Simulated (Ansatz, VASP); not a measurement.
**Two plane-wave programs on LiF**

```
CELL_PARAMETERS angstrom
3.33870 0.00000 0.00000
-1.66935 2.89140 0.00000
0.00000 0.00000 4.64079
ATOMIC_POSITIONS crystal
Li 0.33333 0.66667 0.38107
Li 0.66667 0.33333 0.88107
F 0.33333 0.66667 0.99393
F 0.66667 0.33333 0.49393
```

Alike in both runs: task single point; functional PBE; k mesh 9 × 9 × 6; occupations gaussian, width 0.05 eV; no spin polarisation.

|  | VASP | Ansatz |
| --- | --- | --- |
| version | VASP 6.6.1 | Ansatz 0.2.0 |
| potentials or method | VASP PAW PBE potentials, release 64 (Li_sv, F), cutoff 520 eV | scalar-relativistic, plane waves, PAW |
| valence electrons in the cell | 20 | 20 |

|  | VASP | Ansatz | Ansatz less VASP |
| --- | --- | --- | --- |
| gap on the k mesh at the Fermi level (eV) | 7.12 | 7.13 | +0.009 |
| least direct gap on the mesh (eV) | 7.12 | 7.13 | +0.009 |
| rms of the force components (eV/Å) | 0.239 | 0.227 | -0.0129 |

Atom by atom the forces differ by 0.013 eV/Å (rms over components). The functional is the same, so the differences come from potentials, cutoffs and numerics.

Noted on VASP's run: the cutoff is short for stress, so the pressure is rough.
